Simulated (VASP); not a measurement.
## LiF: single point with LDA

LiF:

```
Li F
1.0
     3.15438    0.00000    0.00000
    -1.57719    2.73177    0.00000
     0.00000    0.00000    4.29910
Li F
2 2
Direct
  0.33333 0.66667 0.38398
  0.66667 0.33333 0.88398
  0.33333 0.66667 0.99102
  0.66667 0.33333 0.49102
```

| Item | Value |
| --- | --- |
| Program | VASP 6.6.1 |
| Task | single point |
| Functional | LDA |
| Potentials or basis | VASP PAW LDA potentials, release 64 (Li_sv, F) |
| Cutoff | 520 eV |
| k mesh | 9 × 9 × 6 |
| Occupations | gaussian, width 0.05 eV |
| Spin | no spin polarisation |
| Dipole correction | no |
| Further INCAR settings | ALGO = Normal; EDIFF = 1e-06; NBANDS = 18 |

```json
{
  "Largest force": "0.825 eV/Å",
  "Band gap on the k mesh": "7.69 eV"
}
```

Forces on the atoms (eV/Å):
```
Li   0.000  0.000  0.825
Li   0.000  0.000  0.825
F    0.000  0.000 -0.825
F    0.000  0.000 -0.825
```

Levels at points of the mesh, in eV from the valence-band top:
| k point | band 8 | band 9 | band 10 | band 11 | band 12 | band 13 |
| --- | --- | --- | --- | --- | --- | --- |
| (0.00, 0.00, 0.00) | -0.30 | -0.30 | 0.00 | 7.69 | 12.95 | 16.29 |
| (0.00, 0.00, 0.50) | -0.60 | -0.60 | -0.60 | 9.65 | 9.65 | 17.64 |

It took 17 s on 1 thread of Intel(R) Xeon(R) Platinum 8175M CPU @ 2.50GHz (Skylake/Cascade Lake) (shared host), peak memory 0.14 GiB.

 A k mesh can miss the band edges.
